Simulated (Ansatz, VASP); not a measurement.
One calculation of Al3Si2N3, two programs

```
CELL_PARAMETERS angstrom
3.10896 -0.00007 0.00016
0.00001 3.37370 -0.00020
0.00054 -0.00015 9.61903
ATOMIC_POSITIONS crystal
Al 0.50009 0.50001 0.69320
Al 0.00008 0.00001 0.48167
Al 0.50006 0.49995 0.26067
Si 0.99983 0.00006 0.04770
Si 0.99996 0.50004 0.89360
N 0.50004 0.99998 0.59362
N 0.00006 0.50001 0.37410
N 0.49987 0.99994 0.15544
```

Change from the starting cell: cell x1, atoms moved at random (sigma 0.15 Å) and cell strained at random (1.5 %), then relaxed without symmetry.

Alike in both runs: functional PBE; k mesh 8 × 6 × 2; occupations gaussian, width 0.2 eV; no spin polarisation.

Ansatz relaxed the structure, and its values are those at the end. VASP's run is a single point on that final structure, the one shown.

|  | VASP | Ansatz |
| --- | --- | --- |
| version | VASP 6.6.1 | Ansatz 0.2.0 |
| potentials or method | VASP PAW PBE potentials, release 64 (Al, Si, N), cutoff 520 eV | scalar-relativistic, plane waves, PAW |
| valence electrons in the cell | 32 | 32 |

```csv
,VASP,Ansatz,Ansatz less VASP
gap on the k mesh at the Fermi level (eV),none,none,-
pressure (GPa),-0.2,0.0,+0.19
rms of the force components (eV/Å),0.005,0.003,-0.0014
```

A gap of «none» marks a metal or a gap that the smearing closes. The functional is the same, so the differences come from potentials, cutoffs and numerics.
